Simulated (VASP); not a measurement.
B: single point with PBE

The system is B.

```
B
1.0
     2.39433    0.00000    0.00000
    -1.19717    2.07355    0.00000
     0.00000    0.00000    9.15114
B
7
Cartesian
  0.0000 0.0000 0.0000
  0.0000 1.3824 1.3380
  0.0000 0.0000 2.6251
  1.1972 0.6912 3.9518
  0.0000 1.3824 5.1993
  0.0000 0.0000 6.5261
  1.1972 0.6912 7.8131
```

The cell was generated, and may not be a known phase.

| Quantity | Value |
| --- | --- |
| Program | VASP 6.6.1 |
| Task | single point |
| Functional | PBE |
| Potentials or basis | VASP PAW PBE potentials, release 64 (B) |
| Cutoff | 520 eV |
| k mesh | 6 × 6 × 2 |
| Occupations | gaussian, width 0.1 eV |
| Spin | no spin polarisation |

```yaml
Pressure: -0.1 GPa
Largest_force: 0.009 eV/Å
Band_gap_on_the_k_mesh: zero (an odd number of electrons rules out a gap without spin polarisation)
```

Forces on the atoms (eV/Å):
```
B    0.000  0.000  0.000
B    0.000  0.000 -0.008
B    0.000  0.000  0.009
B    0.000  0.000 -0.008
B    0.000  0.000  0.008
B    0.000  0.000 -0.009
B    0.000  0.000  0.008
```

Stress tensor (GPa, compression positive):
```
-0.17  0.00  0.00
 0.00 -0.17  0.00
 0.00  0.00 -0.09
```

Levels at points of the mesh, in eV from the Fermi level:
```tsv
k point	band 8	band 9	band 10	band 11	band 12	band 13
(0.00, 0.00, 0.00)	5.80	5.80	6.13	6.13	7.20	7.20
(0.50, 0.00, 0.00)	-4.78	-3.44	-2.68	0.47	1.58	2.06
(0.00, 0.00, 0.50)	5.75	5.75	5.84	6.48	6.48	6.59
(0.50, 0.00, 0.50)	-5.57	-2.44	-1.88	0.08	0.84	0.90
```

Wall time 15 s on 1 thread of Intel(R) Xeon(R) Platinum 8488C (Sapphire Rapids), on a shared host, peak memory 0.14 GiB.

Caveat: the k points lie up to 0.51 Å⁻¹ apart, too coarse for converged energies and pressures of a metal.
